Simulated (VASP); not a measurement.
A run of VASP 6.6.1 is set up as follows.

The input INCAR:

```
  PREC = Accurate
  ENCUT = 520
  EDIFF = 1E-7
  ISMEAR = 0
  SIGMA = 0.1
  LREAL = F
  LASPH = T
  NELM = 80
  ALGO = Fast
  ISIF = 2
  LWAVE = F
  LCHARG = F
  GGA = PS
  NBANDS = 34
```

KPOINTS

```
Automatic mesh
0
Gamma
  12 12 12
```

POSCAR

```
MnGa3
1.0
    0.0000000000      3.0483617118      3.0483617118
    3.0483617118      0.0000000000      3.0483617118
    3.0483617118      3.0483617118      0.0000000000
Ga Mn
3 1
Direct
    0.2500000000      0.2500000000      0.2500000000
    0.7500000000      0.7500000000      0.7500000000
    0.5000000000      0.5000000000      0.5000000000
    0.0000000000      0.0000000000      0.0000000000
```

Potentials or basis: VASP PAW PBE potentials, release 64 (Ga_d, Mn_pv).

Run with:

```sh
$ cat potpaw_PBE.64/Ga_d/POTCAR potpaw_PBE.64/Mn_pv/POTCAR > POTCAR
$ mpirun -np 1 vasp_std > vasp.out
```

Question: Estimate the pressure.

Answer: 0.2 GPa.

Question: Estimate the band gap on the k mesh.

Answer: Zero (bands 26 and 27 overlap by 1.00 eV).

Caveat: the PAW data sets were made with another functional, which shifts forces and pressure a little; the run has no spin polarisation, though such a crystal can be magnetic. Spin polarisation is off, so any magnetic state and its effect on volume and gap are missing.
